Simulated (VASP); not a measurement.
# La2O3 (P6/mmm) in VASP: notebook

La2O3 is run at these levels: PBE; tasks: relaxation of cell and atoms.

Everything below comes from runs of VASP 6.6.1. Logs are shortened: lines on timing, memory, paths and dates and some standing lists are left out, and cuts for length are marked.

### 1 The cell of the first run

It takes space group P6/mmm (No. 191, hexagonal). The conventional cell has a = 4.012 Å, b = 4.012 Å, c = 7.066 Å, α = 90.00°, β = 90.00°, γ = 120.00°. La (site symmetry 6mm) has 7 O at 2.16 to 2.69 Å and 1 La at 2.75 Å within 2.9 Å. Within 3.1 Å of O (site symmetry -6m2) lie 3 O at 2.32 Å and 6 La at 2.69 Å. O (site symmetry 6/mmm) has 2 La at 2.16 Å within 2.9 Å.

The cell was built from a structure type or drawn by symmetry, and may not be a known phase.

### 2 Relaxation of cell and atoms, PBE

Input file INCAR:

```
ALGO = Normal ; EDIFF = 1E-7
EDIFFG = -0.04 ; ENCUT = 600
GGA = PE ; IBRION = 2
ISIF = 3 ; ISMEAR = 0
LASPH = True ; LCHARG = False
LREAL = False ; LWAVE = False
NELM = 80 ; NSW = 90
PREC = Accurate ; SIGMA = 0.1
```

Input file KPOINTS:

```
k-points
0
Gamma
  6 6 4
```

Input file POSCAR:

```
La2O3
1.0
    4.0117141580      0.0000000000      0.0000000000
   -2.0058570790      3.4742463736      0.0000000000
    0.0000000000      0.0000000000      7.0663918836
La O
2 3
Direct
    0.0000000000      0.0000000000      0.1947975584
    0.0000000000      0.0000000000      0.8052024416
    0.3333333333      0.6666666667      0.0000000000
    0.6666666667      0.3333333333      0.0000000000
    0.0000000000      0.0000000000      0.5000000000
```

Potentials or basis: VASP PAW PBE potentials, release 64 (La, O).

Launch:

```bash
$ cat potpaw_PBE.64/La/POTCAR potpaw_PBE.64/O/POTCAR > POTCAR
$ mpirun -np 1 vasp_std > vasp.out
```

OUTCAR:

```text
EDIFF = 1E-7
   EDIFFG = -0.04
   ENCUT = 600
   GGA = PE
   IBRION = 2
   ISIF = 3
   ISMEAR = 0
   LASPH = True
   LREAL = False
   NELM = 80
   NSW = 90
   PREC = Accurate

 ion  position               nearest neighbor table
   1  0.000  0.000  0.195-   5 2.16   4 2.69   3 2.69   4 2.69   3 2.69   4 2.69   3 2.69   2 2.75

   2  0.000  0.000  0.805-   5 2.16   4 2.69   3 2.69   4 2.69   3 2.69   4 2.69   3 2.69   1 2.75

   3  0.333  0.667  0.000-   1 2.69   2 2.69   1 2.69   2 2.69   1 2.69   2 2.69
   4  0.667  0.333  0.000-   1 2.69   2 2.69   1 2.69   2 2.69   1 2.69   2 2.69
   5  0.000  0.000  0.500-   1 2.16   2 2.16

  LATTYP: Found a hexagonal cell.
 ALAT       =     4.0117141580
 C/A-ratio  =     1.7614395257

  Lattice vectors:

 A1 = (   4.0117141580,   0.0000000000,   0.0000000000)
 A2 = (  -2.0058570790,   3.4742463736,   0.0000000000)
 A3 = (   0.0000000000,   0.0000000000,   7.0663918836)

Analysis of symmetry for initial positions (statically):
=====================================================================
 Subroutine PRICEL returns:
 Original cell was already a primitive cell.

 Routine SETGRP: Setting up the symmetry group for a
 hexagonal supercell.

 Subroutine GETGRP returns: Found 24 space group operations
 (whereof 24 operations were pure point group operations)
 out of a pool of 24 trial point group operations.

The static configuration has the point symmetry D_6h.

Analysis of symmetry for dynamics (positions and initial velocities):
=====================================================================
 Subroutine PRICEL returns:
 Original cell was already a primitive cell.

 Routine SETGRP: Setting up the symmetry group for a
 hexagonal supercell.

 Subroutine GETGRP returns: Found 24 space group operations
 (whereof 24 operations were pure point group operations)
 out of a pool of 24 trial point group operations.

The dynamic configuration has the point symmetry D_6h.

 Subroutine INISYM returns: Found 24 space group operations
 (whereof 24 operations are pure point group operations),
 and found     1 'primitive' translations

----------------------------------------------------------------------------------------

                                     Primitive cell

  volume of cell :      98.4891

  direct lattice vectors                    reciprocal lattice vectors
     4.011714158  0.000000000  0.000000000     0.249270003  0.143916103  0.000000000
    -2.005857079  3.474246374  0.000000000     0.000000000  0.287832207  0.000000000
     0.000000000  0.000000000  7.066391884     0.000000000  0.000000000  0.141514937

  length of vectors
     4.011714158  4.011714158  7.066391884     0.287832207  0.287832207  0.141514937

  position of ions in fractional coordinates (direct lattice)
     0.000000000  0.000000000  0.194797558
     0.000000000  0.000000000  0.805202442
     0.333333333  0.666666667  0.000000000
     0.666666667  0.333333333  0.000000000
     0.000000000  0.000000000  0.500000000

  ion indices of the primitive-cell ions
   primitive index   ion index
                 1           1
                 2           2
                 3           3
                 4           4
                 5           5

----------------------------------------------------------------------------------------

 KPOINTS: k-points

Automatic generation of k-mesh.
 Grid dimensions read from file:
 generate k-points for:    6    6    4

 Generating k-lattice:

  Cartesian coordinates                     Fractional coordinates (reciprocal lattice)
     0.041545000  0.023986017  0.000000000     0.166666667  0.000000000  0.000000000
     0.000000000  0.047972034  0.000000000     0.000000000  0.166666667  0.000000000
     0.000000000  0.000000000  0.035378734     0.000000000  0.000000000  0.250000000

  Length of vectors
     0.047972034  0.047972034  0.035378734

  Shift w.r.t. Gamma in fractional coordinates (k-lattice)
     0.000000000  0.000000000  0.000000000

 Subroutine IBZKPT returns following result:
 ===========================================

 Found     21 irreducible k-points:

 Following reciprocal coordinates:
            Coordinates               Weight
  0.000000  0.000000  0.000000      1.000000
  0.166667  0.000000  0.000000      6.000000
  0.333333 -0.000000  0.000000      6.000000
  0.500000 -0.000000  0.000000      3.000000
  0.166667  0.166667  0.000000      6.000000
  0.333333  0.166667  0.000000     12.000000
[... 13 lines left out ...]
  0.333333  0.166667  0.500000     12.000000
  0.333333  0.333333  0.500000      2.000000
   k-points           NKPTS =     21   k-points in BZ     NKDIM =     21   number of bands    NBANDS=     24
   number of dos      NEDOS =    301   number of ions     NIONS =      5
   total plane-waves  NPLWV =  57344
   dimension x,y,z NGX =    32 NGY =   32 NGZ =   56
   dimension x,y,z NGXF=    64 NGYF=   64 NGZF=  112
   ions per type =               2   3
   NGX,Y,Z   is equivalent  to a cutoff of  13.26, 13.26, 13.17 a.u.
   NGXF,Y,Z  is equivalent  to a cutoff of  26.52, 26.52, 26.35 a.u.
 SYSTEM =  unknown system
   PREC   = accura    normal or accurate (medium, high low for compatibility)
   ISTART =      0    job   : 0-new  1-cont  2-samecut
   ICHARG =      2    charge: 1-file 2-atom 10-const
   ISPIN  =      1    spin polarized calculation?
   LNONCOLLINEAR =      F non collinear calculations
   LSORBIT =      F    spin-orbit coupling
   LASPH  =      T    aspherical Exc in radial PAW
   ENCUT  =  600.0 eV  44.10 Ry    6.64 a.u.   8.01  8.01 14.11*2*pi/ulx,y,z
   NELM   =     80;   NELMIN=  2; NELMDL= -5     # of ELM steps
   EDIFF  = 0.1E-06   stopping-criterion for ELM
   LREAL  =      F    real-space projection
   EDIFFG = -.4E-01   stopping-criterion for IOM
   NSW    =     90    number of steps for IOM
   IBRION =      2    ionic relax: 0-MD 1-quasi-New 2-CG
   NFREE  =      1    steps in history (QN), initial steepest desc. (CG)
   ISIF   =      3    stress and relaxation
   ISYM   =      2    0-nonsym 1-usesym 2-fastsym
   POTIM  = 0.5000    time-step for ionic-motion
   TEBEG  =    0.0;   TEEND  =   0.0 temperature during run
   PSTRESS=    0.0 pullay stress
   NELECT =      40.0000    total number of electrons
   NUPDOWN=      -1.0000    fix difference up-down
   EMIN   =  10.00;   EMAX   =-10.00  energy-range for DOS
   EFERMI =   0.00;   METHOD = LEGACY
   ISMEAR =     0;   SIGMA  =   0.10  broadening in eV -4-tet -1-fermi 0-gaus
   EFERMI_NEDOS =   21; number of points for ismear=-14 and -15
   IALGO  =     38    algorithm
   IMIX   =      4    mixing-type and parameters
     AMIX     =   0.40;   BMIX     =  1.00
     AMIX_MAG =   1.60;   BMIX_MAG =  1.00
  volume/ion in A,a.u.               =      19.70       132.93
  Fermi-wavevector in a.u.,A,eV,Ry     =   1.212361  2.291031 19.998113  1.469820
  Thomas-Fermi vector in A             =   2.347848
   LORBIT       =      0    0 simple, 1 ext, 2 COOP (PROOUT), +10 PAW based schemes
   GGA     = PE    functional components
   LHFCALC =     F    Hartree Fock is set to
   AEXX    =    0.0000 exact exchange contribution
   IVDW    =     0    specifies the selected vdW correction
   LEPSILON=     F    determine dielectric tensor
   LRPA    =     F    only Hartree local field effects (RPA)
 conjugate gradient relaxation of ions
 non-spin polarized calculation
 Gauss-broadening in eV      SIGMA  =   0.10
  energy-cutoff  :      600.00
  volume of cell :       98.49
 maximum number of plane-waves:      3312
   NGX = 17   NGY = 17   NGZ = 29

--------------------------------------- Ionic step        1  -------------------------------------------

 number of electron      40.0000000 magnetization

 Free energy of the ion-electron system (eV)
  ---------------------------------------------------
  ext. energy  EPLUGINS =         0.00000000
  ---------------------------------------------------
  free energy    TOTEN  =       -36.40701329 eV

  energy without entropy =      -36.40376532  energy(sigma->0) =      -36.40538931

------------------------ aborting loop because EDIFF is reached ----------------------------------------

  FORCE on cell =-STRESS in cart. coord.  units (eV):
  Direction    XX          YY          ZZ          XY          YZ          ZX
  --------------------------------------------------------------------------------------
  -------------------------------------------------------------------------------------
  Total       -0.0177576     -0.0177576     -0.2833009      0.0000000     -0.0000000      0.0000000
  in kB       -0.2888731     -0.2888731     -4.6086124      0.0000000     -0.0000000      0.0000000
  external PRESSURE =      -1.7287862 kB  Pullay stress =       0.0000000 kB
[... 63 lines left out ...]
  energy  without entropy=      -36.4035132893  energy(sigma->0) =      -36.40499877

--------------------------------------- Ionic step        3  -------------------------------------------

 number of electron      40.0000000 magnetization

 Free energy of the ion-electron system (eV)
  ---------------------------------------------------
  ext. energy  EPLUGINS =         0.00000000
  ---------------------------------------------------
  free energy    TOTEN  =       -36.40719670 eV

  energy without entropy =      -36.40402798  energy(sigma->0) =      -36.40561234

 E-fermi :   6.7098     XC(G=0):  -9.3117

 val. band max:        6.6580847546   @ k =   0.3333   0.3333   0.0000
 cond. band min:       6.7225804256   @ k =   0.0000   0.0000   0.2500
 fundamental gap:      0.0644956711
 Fermi energy:         6.7098095686

 k-point     1 :       0.0000    0.0000    0.0000
  band No.  band energies     occupation
      1     -26.2357      2.00000
      2     -25.5425      2.00000
      3     -13.8709      2.00000
      4     -11.4209      2.00000
      5      -9.5769      2.00000
      6      -9.5769      2.00000
[... 588 lines left out ...]
  FREE ENERGIE OF THE ION-ELECTRON SYSTEM (eV)
  ---------------------------------------------------
  free  energy   TOTEN  =       -36.4071966981 eV

  energy  without entropy=      -36.4040279755  energy(sigma->0) =      -36.40561234

 reached required accuracy - stopping structural energy minimisation
```

It took 3.4 min on 1 thread of Intel Xeon Platinum 8488C (Sapphire Rapids), shared host; peak memory 0.27 GiB.

Results:

| Quantity | Value |
| --- | --- |
| Free energy | -36.4072 eV |
| Relaxed volume | 19.68 Å³/atom |
| Relaxed cell | a = 4.011 Å, b = 4.011 Å, c = 7.060 Å, α = 90.00°, β = 90.00°, γ = 120.00° |
| Space group after relaxing (to 0.1 Å) | P6/mmm (No. 191) |
| Energy gained by relaxing | 0.0 meV/atom |
| Ionic steps | 3 |
| Pressure after relaxing | 0.0 GPa |
| Largest force after relaxing | 0.008 eV/Å |
| Band gap on the k mesh | zero (bands 20 and 21 overlap by 0.29 eV) |

Forces on the atoms (eV/Å):
```
La   0.000  0.000 -0.008
La   0.000  0.000  0.008
O    0.000  0.000  0.000
O    0.000  0.000  0.000
O    0.000  0.000  0.000
```

The path:
| step | energy change (eV) | largest force (eV/Å) | pressure (GPa) | volume (Å³) |
| --- | --- | --- | --- | --- |
| 1 | 0.0000 | 0.0550 | -0.17 | 98.49 |
| 2 | 0.0005 | 0.0920 | 0.30 | 98.19 |
| 3 | -0.0002 | 0.0081 | -0.01 | 98.39 |

Final structure:
```yaml
crystal:
  lattice:
    - [4.01149, 0.00000, 0.00000]
    - [-2.00574, 3.47405, 0.00000]
    - [0.00000, 0.00000, 7.06002]
  atoms:
    - { symbol: La, position: [0.00000, 0.00000, 0.19467] }
    - { symbol: La, position: [0.00000, 0.00000, 0.80533] }
    - { symbol: O, position: [0.33333, 0.66667, 0.00000] }
    - { symbol: O, position: [0.66667, 0.33333, 0.00000] }
    - { symbol: O, position: [0.00000, 0.00000, 0.50000] }
```

Levels at points of the mesh, in eV from the Fermi level:
| k point | band 16 | band 17 | band 18 | band 19 | band 20 | band 21 | band 22 | band 23 | band 24 |
| --- | --- | --- | --- | --- | --- | --- | --- | --- | --- |
| (0.00, 0.00, 0.00) | -3.70 | -3.25 | -2.17 | -1.55 | -1.55 | -0.35 | 1.56 | 2.25 | 2.25 |
| (0.50, 0.00, 0.00) | -3.20 | -3.19 | -2.95 | -1.46 | -0.90 | 0.86 | 1.36 | 1.86 | 1.91 |
| (0.00, 0.00, 0.50) | -3.47 | -3.47 | -2.18 | -1.86 | -1.86 | 0.76 | 1.06 | 1.78 | 2.11 |
| (0.50, 0.00, 0.50) | -3.62 | -3.04 | -2.80 | -1.61 | -0.90 | 1.36 | 1.43 | 1.71 | 1.92 |

Caveat: spin-orbit coupling is left out, which moves the levels of the heavy elements.

### 3 Relaxation of cell and atoms, PBE

Input file INCAR:

```
PREC = Accurate
ENCUT = 600
EDIFF = 1E-6
ISMEAR = 0
SIGMA = 0.1
LREAL = False
LASPH = True
NELM = 100
ALGO = Normal
ISIF = 3
LWAVE = False
LCHARG = False
GGA = PE
IBRION = 2
NSW = 100
EDIFFG = -0.01
```

Input file KPOINTS:

```
regular mesh
0
Gamma
  12 12 6
```

Input file POSCAR:

```
La2O3
1.0
    4.0147444936      0.0000000000      0.0000000000
   -2.0073722468      3.4768707212      0.0000000000
    0.0000000000      0.0000000000      7.0668194145
La O
2 3
Direct
    0.0000000000      0.0000000000      0.1946489530
    0.0000000000      0.0000000000      0.8053510470
    0.3333333333      0.6666666667      0.0000000000
    0.6666666667      0.3333333333      0.0000000000
    0.0000000000      0.0000000000      0.5000000000
```

Potentials or basis: VASP PAW PBE potentials, release 64 (La, O).

Launch:

```bash
$ cat potpaw_PBE.64/La/POTCAR potpaw_PBE.64/O/POTCAR > POTCAR
$ mpirun -np 1 vasp_std > vasp.out
```

It took 16 min on 1 thread of Intel Xeon Platinum 8488C (Sapphire Rapids), shared host; peak memory 0.39 GiB.

The run converged. Its results:

* Free energy: -36.4042 eV
* Relaxed volume: 19.67 Å³/atom
* Relaxed cell: a = 4.011 Å, b = 4.011 Å, c = 7.060 Å, α = 90.00°, β = 90.00°, γ = 120.00°
* Space group after relaxing (to 0.1 Å): P6/mmm (No. 191)
* Energy gained by relaxing: 0.0 meV/atom
* Ionic steps: 8
* Pressure after relaxing: 0.0 GPa
* Band gap on the k mesh: zero (bands 20 and 21 overlap by 0.30 eV)

Forces in eV/Å, atoms in the order of the input:
```
La   0.000  0.000 -0.003
La   0.000  0.000  0.003
O    0.000  0.000  0.000
O    0.000  0.000  0.000
O    0.000  0.000  0.000
```

The path:
| step | energy change (eV) | largest force (eV/Å) | pressure (GPa) | volume (Å³) |
| --- | --- | --- | --- | --- |
| 1 | 0.0000 | 0.0248 | -0.27 | 98.64 |
| 2 | 0.0004 | 0.0551 | 0.31 | 98.18 |
| 3 | -0.0002 | 0.0026 | -0.05 | 98.48 |
| 4 | -0.0002 | 0.0047 | -0.06 | 98.47 |
| 5 | -0.0001 | 0.0285 | 0.13 | 98.32 |
| 6 | -0.0002 | 0.0065 | -0.04 | 98.46 |
| 7 | -0.0002 | 0.0045 | -0.04 | 98.47 |
| 8 | -0.0002 | 0.0025 | 0.00 | 98.37 |

Final structure:
```
CELL_PARAMETERS angstrom
4.01109 0.00000 0.00000
-2.00555 3.47371 0.00000
0.00000 0.00000 7.05979
ATOMIC_POSITIONS crystal
La 0.00000 0.00000 0.19460
La 0.00000 0.00000 0.80540
O 0.33333 0.66667 0.00000
O 0.66667 0.33333 0.00000
O 0.00000 0.00000 0.50000
```

Levels at points of the mesh, in eV from the Fermi level:
```csv
k point,band 18,band 19,band 20,band 21,band 22,band 23
"(0.00, 0.00, 0.00)",-2.11,-1.49,-1.49,-0.28,1.62,2.31
"(0.50, 0.00, 0.00)",-2.89,-1.39,-0.84,0.92,1.42,1.93
"(0.00, 0.00, 0.50)",-2.11,-1.80,-1.80,0.83,1.12,1.84
"(0.50, 0.00, 0.50)",-2.74,-1.55,-0.84,1.42,1.49,1.77
```

Caveat: spin-orbit coupling is left out, which moves the levels of the heavy elements.
